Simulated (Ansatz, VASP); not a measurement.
**AlN in VASP and in Ansatz**

File INCAR:

```
  ALGO = Normal
  EDIFF = 1E-8
  ENCUT = 520
  GGA = PE
  ISIF = 2
  ISMEAR = -1
  LASPH = T
  LCHARG = F
  LEFG = T
  LREAL = F
  LWAVE = F
  NBANDS = 11
  NELM = 60
  PREC = Accurate
  SIGMA = 0.02
```

Contents of KPOINTS:

```
k-points
0
Gamma
  10 10 10
```

Contents of POSCAR:

```
AlN
1.0
    0.0395600000      1.9977800000      1.9977800000
    1.9977800000      0.0395600000      1.9977800000
    1.9977800000      1.9977800000      0.0395600000
Al N
1 1
Direct
    0.0000000000      0.0000000000      0.0000000000
    0.5000000000      0.5000000000      0.5000000000
```

Input for Ansatz:

```yaml
crystal:
  lattice:
    - [0.03956, 1.99778, 1.99778]
    - [1.99778, 0.03956, 1.99778]
    - [1.99778, 1.99778, 0.03956]
  atoms:
    - { symbol: Al, position: [0.0, 0.0, 0.0] }
    - { symbol: "N", position: [0.5, 0.5, 0.5] }
kpoints:
  mp_grid: { grid: [10, 10, 10] }
scf:
  occupations: { method: fermi_dirac, width: 0.02 }
hamiltonian:
  xc: pbe
  pseudopotentials: { kind: all_electron, datasets: crystal }
output:
  forces: true
  stress: true
  eigenvalues: true
  efg: { contact_densities: true }
```

Change from the starting cell: equal xy, yz and zx shear strains of +2 %, crystal datasets.

Alike in both runs: task electric field gradients; functional PBE; k mesh 10 × 10 × 10; occupations fermi-dirac, width 0.02 eV; no spin polarisation.

```csv
,VASP,Ansatz
version,VASP 6.6.1,Ansatz 0.2.0
potentials or method,"VASP PAW PBE potentials, release 64 (Al, N), cutoff 520 eV","all-electron PAW with datasets made for the crystal, scalar-relativistic"
```

```csv
,VASP,Ansatz,Ansatz less VASP
gap on the k mesh at the Fermi level (eV),4.73,4.74,+0.006
pressure (GPa),25.4,25.7,+0.29
"traceless stress, the component that is largest in VASP (GPa)",-7.07,-7.06,+0.007
size of Vzz on the site where it differs most (V/Å²),0.6,1.5,+0.93
```

Ansatz ran all-electron here, and VASP with PAW potentials.
